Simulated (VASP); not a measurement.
# W (I4/mmm) in VASP: single point with LDA

Aim: the single point of W with LDA.

All numbers are computed with VASP 6.6.1; they aren't measurements. Logs are shortened: lines on timing, memory, paths and dates and some standing lists are left out, and cuts for length are marked.

## Step 1: The cell of the first run

The structure is tetragonal, space group I4/mmm (No. 139). Conventional cell: a = 2.957 Å, b = 2.957 Å, c = 3.938 Å, α = 90.00°, β = 90.00°, γ = 90.00°. Within 3.8 Å of W (site symmetry 4/mmm) lie 12 W at 2.87 to 2.96 Å.

## Step 2: Single point, LDA (strain +0.030 along x and y, -0.030 along z)

Input file INCAR:

```
SYSTEM = W
PREC     = Accurate       ! precision mode
ENCUT    = 520            ! plane-wave cutoff, eV
EDIFF    = 1E-6           ! SCF threshold, eV
ISMEAR   = 0              ! smearing method
SIGMA    = 0.15           ! smearing width, eV
LREAL    = .False.        ! projectors in reciprocal space
LASPH    = .True.         ! aspherical terms in the spheres
NELM     = 100            ! most SCF steps
ALGO     = Fast           ! electronic algorithm
ISIF     = 2              ! what is computed and relaxed
LWAVE    = .False.        ! write WAVECAR
LCHARG   = .False.        ! write CHGCAR
NBANDS   = 13             ! bands
```

Input file KPOINTS:

```
regular mesh
0
Gamma
  20 20 20
  0 0 0
```

Input file POSCAR:

```
W
1.0
    0.0000000000      2.0909000000      1.9691000000
    2.0909000000      0.0000000000      1.9691000000
    2.0909000000      2.0909000000      0.0000000000
W
1
Direct
    0.0000000000      0.0000000000      0.0000000000
```

Potentials or basis: VASP PAW LDA potentials, release 64 (W_sv).

Command:

```
$ cat potpaw_LDA.64/W_sv/POTCAR > POTCAR
$ mpirun -np 1 vasp_std > vasp.out
```

OUTCAR:

```text
SYSTEM = W
   PREC = Accurate
   ENCUT = 520
   EDIFF = 1E-6
   ISMEAR = 0
   LREAL = .False.
   LASPH = .True.
   NELM = 100
   ISIF = 2

 ion  position               nearest neighbor table
   1  0.000  0.000  0.000-

  LATTYP: Found a body centered tetragonal cell.
 ALAT       =     2.9569791376
 C/A-ratio  =     1.3318321898

  Lattice vectors:

 A1 = (   0.0000000000,  -2.0909000000,  -1.9691000000)
 A2 = (   0.0000000000,   2.0909000000,  -1.9691000000)
 A3 = (   2.0909000000,   0.0000000000,   1.9691000000)

Analysis of symmetry for initial positions (statically):
=====================================================================
 Subroutine PRICEL returns:
 Original cell was already a primitive cell.

 Routine SETGRP: Setting up the symmetry group for a
 body centered tetragonal supercell.

 Subroutine GETGRP returns: Found 16 space group operations
 (whereof 16 operations were pure point group operations)
 out of a pool of 16 trial point group operations.

The static configuration has the point symmetry D_4h.

Analysis of symmetry for dynamics (positions and initial velocities):
=====================================================================
 Subroutine PRICEL returns:
 Original cell was already a primitive cell.

 Routine SETGRP: Setting up the symmetry group for a
 body centered tetragonal supercell.

 Subroutine GETGRP returns: Found 16 space group operations
 (whereof 16 operations were pure point group operations)
 out of a pool of 16 trial point group operations.

The dynamic configuration has the point symmetry D_4h.

 Subroutine INISYM returns: Found 16 space group operations
 (whereof 16 operations are pure point group operations),
 and found     1 'primitive' translations

----------------------------------------------------------------------------------------

                                     Primitive cell

  volume of cell :      17.2173

  direct lattice vectors                    reciprocal lattice vectors
     0.000000000  2.090900000  1.969100000    -0.239131474  0.239131474  0.253923112
     2.090900000  0.000000000  1.969100000     0.239131474 -0.239131474  0.253923112
     2.090900000  2.090900000  0.000000000     0.239131474  0.239131474 -0.253923112

  length of vectors
     2.872145125  2.872145125  2.956979138     0.422900309  0.422900309  0.422900309

  position of ions in fractional coordinates (direct lattice)
     0.000000000  0.000000000  0.000000000

  ion indices of the primitive-cell ions
   primitive index   ion index
                 1           1

----------------------------------------------------------------------------------------

 KPOINTS: regular mesh

Automatic generation of k-mesh.
 Grid dimensions read from file:
 generate k-points for:   20   20   20

 Generating k-lattice:

  Cartesian coordinates                     Fractional coordinates (reciprocal lattice)
    -0.011956574  0.011956574  0.012696156     0.050000000  0.000000000  0.000000000
     0.011956574 -0.011956574  0.012696156     0.000000000  0.050000000  0.000000000
     0.011956574  0.011956574 -0.012696156     0.000000000  0.000000000  0.050000000

  Length of vectors
     0.021145015  0.021145015  0.021145015

  Shift w.r.t. Gamma in fractional coordinates (k-lattice)
     0.000000000  0.000000000  0.000000000

 Subroutine IBZKPT returns following result:
 ===========================================

 Found    641 irreducible k-points:

 Following reciprocal coordinates:
            Coordinates               Weight
  0.000000  0.000000  0.000000      1.000000
  0.050000  0.000000  0.000000      8.000000
  0.100000  0.000000  0.000000      8.000000
  0.150000  0.000000  0.000000      8.000000
  0.200000  0.000000  0.000000      8.000000
  0.250000  0.000000  0.000000      8.000000
[... 16 lines left out ...]
 -0.400000  0.050000  0.000000      8.000000
 -0.350000  0.050000  0.000000      8.000000
 [... further k-points ...]
   k-points           NKPTS =    641   k-points in BZ     NKDIM =    641   number of bands    NBANDS=     13
   number of dos      NEDOS =    301   number of ions     NIONS =      1
   total plane-waves  NPLWV =  13824
   dimension x,y,z NGX =    24 NGY =   24 NGZ =   24
   dimension x,y,z NGXF=    48 NGYF=   48 NGZF=   48
   ions per type =               1
   NGX,Y,Z   is equivalent  to a cutoff of  13.89, 13.89, 13.49 a.u.
   NGXF,Y,Z  is equivalent  to a cutoff of  27.78, 27.78, 26.99 a.u.
 SYSTEM =  W
   PREC   = accura    normal or accurate (medium, high low for compatibility)
   ISTART =      0    job   : 0-new  1-cont  2-samecut
   ICHARG =      2    charge: 1-file 2-atom 10-const
   ISPIN  =      1    spin polarized calculation?
   LNONCOLLINEAR =      F non collinear calculations
   LSORBIT =      F    spin-orbit coupling
   LASPH  =      T    aspherical Exc in radial PAW
   ENCUT  =  520.0 eV  38.22 Ry    6.18 a.u.   5.34  5.34  5.50*2*pi/ulx,y,z
   NELM   =    100;   NELMIN=  2; NELMDL= -5     # of ELM steps
   EDIFF  = 0.1E-05   stopping-criterion for ELM
   LREAL  =      F    real-space projection
   EDIFFG = 0.1E-04   stopping-criterion for IOM
   NSW    =      0    number of steps for IOM
   IBRION =     -1    ionic relax: 0-MD 1-quasi-New 2-CG
   NFREE  =      0    steps in history (QN), initial steepest desc. (CG)
   ISIF   =      2    stress and relaxation
   ISYM   =      2    0-nonsym 1-usesym 2-fastsym
   POTIM  = 0.5000    time-step for ionic-motion
   TEBEG  =    0.0;   TEEND  =   0.0 temperature during run
   PSTRESS=    0.0 pullay stress
   NELECT =      14.0000    total number of electrons
   NUPDOWN=      -1.0000    fix difference up-down
   EMIN   =  10.00;   EMAX   =-10.00  energy-range for DOS
   EFERMI =   0.00;   METHOD = LEGACY
   ISMEAR =     0;   SIGMA  =   0.15  broadening in eV -4-tet -1-fermi 0-gaus
   EFERMI_NEDOS =   21; number of points for ismear=-14 and -15
   IALGO  =     68    algorithm
   IMIX   =      4    mixing-type and parameters
     AMIX     =   0.40;   BMIX     =  1.00
     AMIX_MAG =   1.60;   BMIX_MAG =  1.00
  volume/ion in A,a.u.               =      17.22       116.19
  Fermi-wavevector in a.u.,A,eV,Ry     =   1.528021  2.887542 31.767551  2.334849
  Thomas-Fermi vector in A             =   2.635837
   LORBIT       =      0    0 simple, 1 ext, 2 COOP (PROOUT), +10 PAW based schemes
   GGA     = CA    functional components
   LHFCALC =     F    Hartree Fock is set to
   AEXX    =    0.0000 exact exchange contribution
   IVDW    =     0    specifies the selected vdW correction
   LEPSILON=     F    determine dielectric tensor
   LRPA    =     F    only Hartree local field effects (RPA)
 non-spin polarized calculation
 RMM-DIIS sequential band-by-band and
 Gauss-broadening in eV      SIGMA  =   0.15
  energy-cutoff  :      520.00
  volume of cell :       17.22
 maximum number of plane-waves:       487
 NGX is ok and might be reduce to    24
   NGX = 11   NGY = 11   NGZ = 11

 number of electron      14.0000001 magnetization

 Free energy of the ion-electron system (eV)
  ---------------------------------------------------
  ext. energy  EPLUGINS =         0.00000000
  ---------------------------------------------------
  free energy    TOTEN  =       -13.54291223 eV

  energy without entropy =      -13.53003246  energy(sigma->0) =      -13.53647234

 E-fermi :   9.7904     XC(G=0): -13.3626

 val. band max:        9.7899750772   @ k =  -0.4500   0.1500   0.1000
 cond. band min:       9.7923911251   @ k =   0.1500   0.0000   0.1500
 fundamental gap:      0.0024160479
 Fermi energy:         9.7903706022

 k-point     1 :       0.0000    0.0000    0.0000
  band No.  band energies     occupation
      1     -63.6300      2.00000
      2     -27.5716      2.00000
      3     -27.5716      2.00000
      4     -27.5404      2.00000
      5       1.0484      2.00000
      6       8.9538      2.00000
      7       8.9538      2.00000
      8       9.6694      1.74600
      9      11.5018      0.00000
     10      12.5094      0.00000
     11      22.5720      0.00000
     12      26.8335      0.00000
     13      26.8335      0.00000

 k-point     2 :       0.0500    0.0000    0.0000
  band No.  band energies     occupation
      1     -63.6278      2.00000
      2     -27.5917      2.00000
      3     -27.5760      2.00000
      4     -27.5485      2.00000
      5       1.1533      2.00000
      6       8.9245      2.00000
      7       9.0015      2.00000
      8       9.6674      1.75353
      9      11.4712      0.00000
     10      12.4552      0.00000
     11      22.7807      0.00000
     12      26.6325      0.00000
     13      27.0213      0.00000

 k-point     3 :       0.1000    0.0000    0.0000
  band No.  band energies     occupation
      1     -63.6215      2.00000
      2     -27.6624      2.00000
      3     -27.5887      2.00000
      4     -27.5591      2.00000
      5       1.4592      2.00000
      6       8.8019      2.00000
      7       9.1243      2.00000
      8       9.7110      1.54587
      9      11.4095      0.00000
     10      12.3176      0.00000
     11      23.3557      0.00000
     12      25.9201      0.00000
     13      27.5709      0.00000

 k-point     4 :       0.1500    0.0000    0.0000
  band No.  band energies     occupation
      1     -63.6118      2.00000
      2     -27.7761      2.00000
      3     -27.6085      2.00000
      4     -27.5705      2.00000
      5       1.9391      2.00000
      6       8.5826      2.00000
      7       9.2555      2.00000
      8       9.8308      0.70305
      9      11.4072      0.00000
     10      12.1688      0.00000
     11      24.0108      0.00000
     12      25.1420      0.00000
     13      28.4451      0.00000

 k-point     5 :       0.2000    0.0000    0.0000
  band No.  band energies     occupation
      1     -63.5994      2.00000
      2     -27.9180      2.00000
      3     -27.6332      2.00000
      4     -27.5838      2.00000
      5       2.5417      2.00000
      6       8.3584      2.00000
      7       9.2960      2.00000
      8       9.9473      0.13892
      9      11.5887      0.00000
     10      12.1212      0.00000
     11      23.5783      0.00000
     12      25.5281      0.00000
     13      29.5934      0.00000
[... 257 lines left out ...]
 k-point    22 :      -0.4500    0.0500    0.0000
  band No.  band energies     occupation
      1     -63.5414      2.00000
      2     -28.5340      2.00000
      3     -27.7480      2.00000
      4     -27.6650      2.00000
      5       4.4703      2.00000
      6       8.6407      2.00000
      7       9.1790      2.00000
      8      10.1948      0.00014
      9      14.3202      0.00000
     10      14.3987      0.00000
     11      19.4181      0.00000
     12      22.4318      0.00000
     13      27.8574      0.00000

 k-point    23 :      -0.4000    0.0500    0.0000
  band No.  band energies     occupation
      1     -63.5467      2.00000
      2     -28.4787      2.00000
      3     -27.7338      2.00000
      4     -27.6641      2.00000
      5       4.4235      2.00000
      6       8.7173      2.00000
      7       9.1622      2.00000
      8       9.7829      1.05590
      9      13.8635      0.00000
     10      14.1163      0.00000
     11      20.1078      0.00000
     12      22.8882      0.00000
     13      28.6547      0.00000

 k-point    24 :      -0.3500    0.0500    0.0000
  band No.  band energies     occupation
      1     -63.5556      2.00000
      2     -28.3840      2.00000
      3     -27.7131      2.00000
      4     -27.6584      2.00000
      5       4.2795      2.00000
      6       8.8584      2.00000
      7       8.8610      2.00000
      8       9.5642      1.96705
      9      13.1636      0.00000
     10      13.7356      0.00000
     11      21.0045      0.00000
     12      23.7978      0.00000
     13      29.4775      0.00000

 [... further k-points ...]
[... 5 lines left out ...]
  --------------------------------------------------------------------------------------
  -------------------------------------------------------------------------------------
  Total       -1.9268582     -1.9268582     -3.6129055      0.0000000      0.0000000     -0.0000000
  in kB     -179.3065058   -179.3065058   -336.2040118      0.0000000      0.0000000     -0.0000000
  external PRESSURE =    -231.6056745 kB  Pullay stress =       0.0000000 kB

 VOLUME and BASIS-vectors are now :
 -----------------------------------------------------------------------------
  energy-cutoff  :      520.00
  volume of cell :       17.22
      direct lattice vectors                 reciprocal lattice vectors
     0.000000000  2.090900000  1.969100000    -0.239131474  0.239131474  0.253923112
     2.090900000  0.000000000  1.969100000     0.239131474 -0.239131474  0.253923112
     2.090900000  2.090900000  0.000000000     0.239131474  0.239131474 -0.253923112

 POSITION                                       TOTAL-FORCE (eV/Angst)
 -----------------------------------------------------------------------------------
      0.00000      0.00000      0.00000         0.000000      0.000000      0.000000
 -----------------------------------------------------------------------------------
    total drift:                               -0.000000      0.000000      0.000000

  FREE ENERGIE OF THE ION-ELECTRON SYSTEM (eV)
  ---------------------------------------------------
  free  energy   TOTEN  =       -13.5429122262 eV

  energy  without entropy=      -13.5300324621  energy(sigma->0) =      -13.53647234
```

It took 82 s on 1 thread of Intel Xeon Platinum 8488C (Sapphire Rapids), shared host; peak memory 0.24 GiB.

Results:

```yaml
Free_energy: -13.5429 eV
Pressure: -23.2 GPa
Band_gap_on_the_k_mesh: zero (band 7 reaches 13.42 eV, above the bottom of band 8 at 9.27 eV)
```

Levels at points of the mesh, in eV from the Fermi level:
```csv
k point,band 3,band 4,band 5,band 6,band 7,band 8,band 9,band 10,band 11,band 12
"(0.00, 0.00, 0.00)",-37.36,-37.33,-8.74,-0.84,-0.84,-0.12,1.71,2.72,12.78,17.04
"(0.50, 0.00, 0.00)",-37.54,-37.43,-5.41,-1.25,-0.39,0.58,4.30,4.84,9.53,12.31
"(0.50, 0.50, 0.00)",-37.79,-37.79,-5.19,-4.42,3.63,4.49,5.29,5.29,10.72,10.72
"(0.50, 0.00, 0.50)",-37.72,-37.63,-5.27,-4.24,2.48,4.45,4.82,5.63,11.24,11.57
```

Caveat: the cell differs from its parent crystal (strain +0.030 along x and y, -0.030 along z); spin-orbit coupling is left out, which moves the levels of the heavy elements.
